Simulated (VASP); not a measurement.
Here is a VASP 6.6.1 calculation.

File INCAR:

```
SYSTEM = CaO
ALGO = Normal
EDIFF = 1E-6
ENCUT = 600
GGA = PE
GGA_COMPAT = .False.
ISIF = 2
ISMEAR = -4
LASPH = .True.
LCHARG = .False.
LREAL = .False.
LWAVE = .False.
NBANDS = 15
NELM = 120
PREC = Accurate
SIGMA = 0.1
```

Contents of KPOINTS:

```
k-points
0
Gamma
  6 6 6
  0 0 0
```

The input POSCAR:

```
CaO
1.0
    0.0000000000      2.4005208800      2.4005208800
    2.4005208800      0.0000000000      2.4005208800
    2.4005208800      2.4005208800      0.0000000000
Ca O
1 1
Direct
    0.0000000000      0.0000000000      0.0000000000
    0.5000000000      0.5000000000      0.5000000000
```

Potentials or basis: VASP PAW PBE potentials, release 64 (Ca_sv, O).

Run with:

```bash
$ cat potpaw_PBE.64/Ca_sv/POTCAR potpaw_PBE.64/O/POTCAR > POTCAR
$ mpirun -np 1 vasp_std > vasp.out
```

**Question.** What does it give for the pressure?

**Answer.** 2.5 GPa.

**Question.** Estimate the band gap on the k mesh.

**Answer.** 3.63 eV, indirect (least direct gap 4.01 eV).

A k mesh can miss the band edges. PBE gaps usually lie below the measured ones, often by a third to a half.
